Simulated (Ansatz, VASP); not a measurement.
# One calculation of Ti, two programs

```
Ti
1.0
     5.19415    0.00000    0.00000
     0.00000    5.19415    0.00000
     0.00000    0.00000    5.19415
Ti
8
Direct
  0.00000 0.00000 0.00000
  0.50000 0.50000 0.50000
  0.25000 0.00000 0.50000
  0.75000 0.00000 0.50000
  0.50000 0.25000 0.00000
  0.50000 0.75000 0.00000
  0.00000 0.50000 0.25000
  0.00000 0.50000 0.75000
```

Alike in both runs: functional PBE; k mesh 5 × 5 × 5; occupations fermi-dirac, width 0.1 eV; no spin polarisation.

Ansatz relaxed the structure, and its values are those at the end. VASP's run is a single point on that final structure, the one shown.

|  | VASP | Ansatz |
| --- | --- | --- |
| version | VASP 6.6.1 | Ansatz 0.2.0 |
| potentials or method | VASP PAW PBE potentials, release 64 (Ti_sv), cutoff 500 eV | plane waves (420 eV) with PAW, scalar-relativistic |
| valence electrons in the cell | 96 | 96 |

Ansatz gave:

| Item | Value |
| --- | --- |
| pressure (GPa) | 0.0 |

Problem. Estimate VASP's values.

Solution. Pressure (GPa): -0.3.
